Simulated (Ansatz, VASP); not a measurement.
**Ge: VASP beside Ansatz**

```
Ge
1.0
     0.00000    2.80992    2.80992
     2.80992    0.00000    2.80992
     2.80992    2.80992    0.00000
Ge
2
Cartesian
  4.2149 4.2149 4.2149
  2.8099 2.8099 2.8099
```

Alike in both runs: task single point; functional RPBE; dispersion D4; k mesh 8 × 8 × 8; occupations fermi-dirac, width 0.05 eV; no spin polarisation.

```csv
,VASP,Ansatz
version,VASP 6.6.1,Ansatz 0.2.0
potentials or method,"VASP PAW PBE potentials, release 64 (Ge_d)",Ansatz PAW
plane-wave cutoff (eV),520,420
valence electrons in the cell,28,28
```

|  | VASP | Ansatz | Ansatz less VASP |
| --- | --- | --- | --- |
| gap on the k mesh at the Fermi level (eV) | 0.33 | 0.32 | -0.009 |
| least direct gap on the mesh (eV) | 0.34 | 0.32 | -0.015 |
| pressure (GPa) | 1.8 | 2.0 | +0.18 |

VASP's potentials were made for PBE, not for RPBE.
